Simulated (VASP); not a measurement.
Input of a VASP 6.6.1 run:

File INCAR:

```
  PREC = Accurate
  ENCUT = 520
  EDIFF = 1E-7
  ISMEAR = 0
  SIGMA = 0.05
  LREAL = F
  LASPH = T
  NELM = 80
  ALGO = Normal
  ISIF = 2
  LWAVE = F
  LCHARG = F
  GGA = PE
  NBANDS = 16
```

KPOINTS

```
regular mesh
0
Gamma
  10 10 10
```

Contents of POSCAR:

```
GaP
1.0
    0.0000000000      2.5623719619      2.7761343033
    2.7761343033      0.0000000000      2.7761343033
    2.7761343033      2.5623719619      0.0000000000
Ga P
1 1
Direct
    0.0000000000      0.0000000000      0.0000000000
    0.7500000000      0.7500000000      0.7500000000
```

Potentials or basis: VASP PAW PBE potentials, release 64 (Ga_d, P).

Run with:

```console
$ cat potpaw_PBE.64/Ga_d/POTCAR potpaw_PBE.64/P/POTCAR > POTCAR
$ mpirun -np 1 vasp_std > vasp.out
```

Estimate the band gap on the k mesh.

0.82 eV, indirect (least direct gap 1.72 eV).

Predict the pressure.

4.6 GPa.

Stress tensor (GPa, compression positive):
```
2.92 0.00 0.00
0.00 7.91 0.00
0.00 0.00 2.92
```

 A k mesh can miss the band edges.
